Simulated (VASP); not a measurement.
# BN (P6_3mc) in VASP: a series of runs, part 3 of 3

VASP 6.6.1.

### 6 Single point, PBE (strain +0.030 along x and y, -0.030 along z)

Contents of INCAR:

```
SYSTEM = BN
PREC     = Accurate       ! precision mode
ENCUT    = 520            ! plane-wave cutoff, eV
EDIFF    = 1E-6           ! SCF threshold, eV
ISMEAR   = 0              ! smearing method
SIGMA    = 0.05           ! smearing width, eV
LREAL    = .False.        ! projectors in reciprocal space
LASPH    = .True.         ! aspherical terms in the spheres
NELM     = 100            ! most SCF steps
ALGO     = Normal         ! electronic algorithm
ISIF     = 2              ! what is computed and relaxed
LWAVE    = .False.        ! write WAVECAR
LCHARG   = .False.        ! write CHGCAR
GGA      = PE             ! functional
NBANDS   = 16             ! bands
```

Contents of KPOINTS:

```
Automatic mesh
0
Gamma
  12 12 6
  0 0 0
```

Contents of POSCAR:

```
BN
1.0
    2.6312174989      0.0000000000      0.0000000000
   -1.3156087494      2.2787011969      0.0000000000
    0.0000000000      0.0000000000      4.0977790991
B N
2 2
Direct
    0.6666666667      0.3333333333      0.9998058547
    0.3333333333      0.6666666667      0.4998058547
    0.6666666667      0.3333333333      0.6251941453
    0.3333333333      0.6666666667      0.1251941453
```

Potentials or basis: VASP PAW PBE potentials, release 64 (B, N).

Command:

```bash
> cat potpaw_PBE.64/B/POTCAR potpaw_PBE.64/N/POTCAR > POTCAR
> mpirun -np 1 vasp_std > vasp.out
```

OUTCAR:

```text
SYSTEM = BN
   PREC = Accurate
   ENCUT = 520
   EDIFF = 1E-6
   ISMEAR = 0
   LREAL = .False.
   LASPH = .True.
   NELM = 100
   ISIF = 2
   GGA = PE

 ion  position               nearest neighbor table
   1  0.667  0.333  1.000-   3 1.54   4 1.60   4 1.60   4 1.60
   2  0.333  0.667  0.500-   4 1.54   3 1.60   3 1.60   3 1.60
   3  0.667  0.333  0.625-   1 1.54   2 1.60   2 1.60   2 1.60
   4  0.333  0.667  0.125-   2 1.54   1 1.60   1 1.60   1 1.60

  LATTYP: Found a hexagonal cell.
 ALAT       =     2.6312174989
 C/A-ratio  =     1.5573699631

  Lattice vectors:

 A1 = (   2.6312174989,   0.0000000000,   0.0000000000)
 A2 = (  -1.3156087494,   2.2787011969,   0.0000000000)
 A3 = (   0.0000000000,   0.0000000000,   4.0977790991)

Analysis of symmetry for initial positions (statically):
=====================================================================
 Subroutine PRICEL returns:
 Original cell was already a primitive cell.

 Routine SETGRP: Setting up the symmetry group for a
 hexagonal supercell.

 Subroutine GETGRP returns: Found 12 space group operations
 (whereof  6 operations were pure point group operations)
 out of a pool of 24 trial point group operations.

The static configuration has the point symmetry C_3v.
 The point group associated with its full space group is C_6v.

Analysis of symmetry for dynamics (positions and initial velocities):
=====================================================================
 Subroutine PRICEL returns:
 Original cell was already a primitive cell.

 Routine SETGRP: Setting up the symmetry group for a
 hexagonal supercell.

 Subroutine GETGRP returns: Found 12 space group operations
 (whereof  6 operations were pure point group operations)
 out of a pool of 24 trial point group operations.

The dynamic configuration has the point symmetry C_3v.
 The point group associated with its full space group is C_6v.

[... 117 lines left out ...]
   ISMEAR =     0;   SIGMA  =   0.05  broadening in eV -4-tet -1-fermi 0-gaus
   EFERMI_NEDOS =   21; number of points for ismear=-14 and -15
   IALGO  =     38    algorithm
   IMIX   =      4    mixing-type and parameters
     AMIX     =   0.40;   BMIX     =  1.00
     AMIX_MAG =   1.60;   BMIX_MAG =  1.00
  volume/ion in A,a.u.               =       6.14        41.45
  Fermi-wavevector in a.u.,A,eV,Ry     =   1.419005  2.681531 27.396355  2.013575
  Thomas-Fermi vector in A             =   2.540071
   LORBIT       =      0    0 simple, 1 ext, 2 COOP (PROOUT), +10 PAW based schemes
   GGA     = PE    functional components
   LHFCALC =     F    Hartree Fock is set to
   AEXX    =    0.0000 exact exchange contribution
   IVDW    =     0    specifies the selected vdW correction
   LEPSILON=     F    determine dielectric tensor
   LRPA    =     F    only Hartree local field effects (RPA)
 non-spin polarized calculation
 Gauss-broadening in eV      SIGMA  =   0.05
  energy-cutoff  :      520.00
  volume of cell :       24.57
 maximum number of plane-waves:       687
 NGX is ok and might be reduce to    20
   NGX =  9   NGY =  9   NGZ = 15

 number of electron      15.9999998 magnetization

 Free energy of the ion-electron system (eV)
  ---------------------------------------------------
  ext. energy  EPLUGINS =         0.00000000
  ---------------------------------------------------
  free energy    TOTEN  =       -34.64657443 eV

  energy without entropy =      -34.64657443  energy(sigma->0) =      -34.64657443

 E-fermi :   7.3396     XC(G=0): -12.6126

 val. band max:        7.0627465753   @ k =   0.0000   0.0000   0.0000
 cond. band min:      12.4932883177   @ k =   0.3333   0.3333   0.0000
 fundamental gap:      5.4305417424
 Fermi energy:         7.3396335961

 k-point     1 :       0.0000    0.0000    0.0000
  band No.  band energies     occupation
      1     -12.8947      2.00000
      2      -8.4071      2.00000
      3      -3.3351      2.00000
      4       4.5638      2.00000
      5       4.5638      2.00000
      6       6.8789      2.00000
[... 433 lines left out ...]
      3      -1.6161      2.00000
      4       0.1027      2.00000
      5       1.4130      2.00000
      6       2.5961      2.00000
[... 8 lines left out ...]
     15      22.5023      0.00000
     16      23.0413      0.00000

 [... further k-points ...]
[... 5 lines left out ...]
  --------------------------------------------------------------------------------------
  -------------------------------------------------------------------------------------
  Total       -4.0326060     -4.0326060      4.3728142     -0.0000000      0.0000000      0.0000000
  in kB     -262.9684856   -262.9684856    285.1536513     -0.0000000      0.0000000      0.0000000
  external PRESSURE =     -80.2611066 kB  Pullay stress =       0.0000000 kB

 VOLUME and BASIS-vectors are now :
 -----------------------------------------------------------------------------
  energy-cutoff  :      520.00
  volume of cell :       24.57
      direct lattice vectors                 reciprocal lattice vectors
     2.631217499  0.000000000  0.000000000     0.380052200  0.219423240  0.000000000
    -1.315608749  2.278701197  0.000000000     0.000000000  0.438846480  0.000000000
     0.000000000  0.000000000  4.097779099     0.000000000  0.000000000  0.244034628

 POSITION                                       TOTAL-FORCE (eV/Angst)
 -----------------------------------------------------------------------------------
      1.31561      0.75957      4.09698        -0.000000     -0.000000      0.148999
     -0.00000      1.51913      2.04809         0.000000      0.000000      0.148999
      1.31561      0.75957      2.56191         0.000000     -0.000000     -0.148999
     -0.00000      1.51913      0.51302        -0.000000      0.000000     -0.148999
 -----------------------------------------------------------------------------------
    total drift:                               -0.000000     -0.000000     -0.000222

  FREE ENERGIE OF THE ION-ELECTRON SYSTEM (eV)
  ---------------------------------------------------
  free  energy   TOTEN  =       -34.6465744339 eV

  energy  without entropy=      -34.6465744339  energy(sigma->0) =      -34.64657443
```

OSZICAR:

```text
N       E                     dE             d eps       ncg     rms          rms(c)
DAV:   1     0.383994215196E+02    0.38399E+02   -0.82643E+03  2440   0.967E+02
DAV:   2    -0.341924734190E+02   -0.72592E+02   -0.67675E+02  3440   0.227E+02
DAV:   3    -0.365141537553E+02   -0.23217E+01   -0.23167E+01  2888   0.372E+01
DAV:   4    -0.365202374786E+02   -0.60837E-02   -0.60834E-02  2816   0.217E+00
DAV:   5    -0.365202558637E+02   -0.18385E-04   -0.18385E-04  2816   0.109E-01    0.927E+00
DAV:   6    -0.347889326352E+02    0.17313E+01   -0.22558E+00  3136   0.137E+01    0.434E+00
DAV:   7    -0.346730133433E+02    0.11592E+00   -0.30594E-01  3056   0.445E+00    0.270E+00
DAV:   8    -0.346475929221E+02    0.25420E-01   -0.53956E-02  2808   0.186E+00    0.263E-01
DAV:   9    -0.346462559840E+02    0.13369E-02   -0.22271E-03  2920   0.545E-01    0.130E-01
DAV:  10    -0.346465610289E+02   -0.30504E-03   -0.53427E-04  2784   0.183E-01    0.274E-02
DAV:  11    -0.346465720097E+02   -0.10981E-04   -0.34486E-05  3176   0.558E-02    0.158E-02
DAV:  12    -0.346465743193E+02   -0.23096E-05   -0.61965E-06  2848   0.239E-02    0.207E-03
DAV:  13    -0.346465744339E+02   -0.11461E-06   -0.23203E-07  1352   0.538E-03
   1 F= -.34646574E+02 E0= -.34646574E+02  d E =-.313738E-17
```

stdout:

```text
POSCAR found type information on POSCAR B N
 POSCAR found :  2 types and       4 ions
 scaLAPACK will be used
 LDA part: xc-table for (Slater+PW92), standard interpolation
 POSCAR, INCAR and KPOINTS ok, starting setup
 FFT: planning ... GRIDC
 FFT: planning ... GRID_SOFT
 FFT: planning ... GRID
 WAVECAR not read
 entering main loop
```

Run time: 23 s. Hardware: 1 thread of Intel Xeon 6975P-C, shared host; peak memory 0.14 GiB.

What came out:

* Free energy: -34.6466 eV
* Pressure: -8.0 GPa
* Largest force: 0.149 eV/Å
* Band gap on the k mesh: 5.43 eV, indirect (least direct gap 7.58 eV)

Forces on the atoms (eV/Å):
```
B    0.000  0.000  0.149
B    0.000  0.000  0.149
N    0.000  0.000 -0.149
N    0.000  0.000 -0.149
```

Stress tensor (GPa, compression positive):
```
-26.30   0.00   0.00
  0.00 -26.30   0.00
  0.00   0.00  28.52
```

Caveat: the cell differs from its parent crystal (strain +0.030 along x and y, -0.030 along z). A k mesh can miss the band edges.

### 7 The runs side by side

| cell | gap on the mesh (eV) | pressure (GPa) | largest force (eV/Å) |
| --- | --- | --- | --- |
| a = 2.555, b = 2.555, c = 4.288 Å, angles 90.0, 90.0, 120.0°, 4 atoms | 5.18 | -5.1 | 0.02 |
| a = 2.593, b = 2.593, c = 4.098 Å, angles 90.0, 90.0, 120.0°, 4 atoms | 5.36 | 1.7 | 0.14 |
| a = 2.593, b = 2.593, c = 4.161 Å, angles 90.0, 90.0, 120.0°, 4 atoms | 5.33 | -4.6 | 0.05 |
| a = 2.555, b = 2.555, c = 4.351 Å, angles 90.0, 90.0, 120.0°, 4 atoms | 5.15 | -9.9 | 0.08 |
| a = 2.631, b = 2.631, c = 4.098 Å, angles 90.0, 90.0, 120.0°, 4 atoms | 5.43 | -8.0 | 0.15 |

Alike in all rows: task single point; level PBE; potentials or basis VASP PAW PBE potentials, release 64 (B, N); no spin polarisation; k mesh 12 × 12 × 6; cutoff (eV) 520; smearing gaussian 0.05 eV.

Total energies depend on the potentials used, so only differences within one code and one set of settings carry meaning.
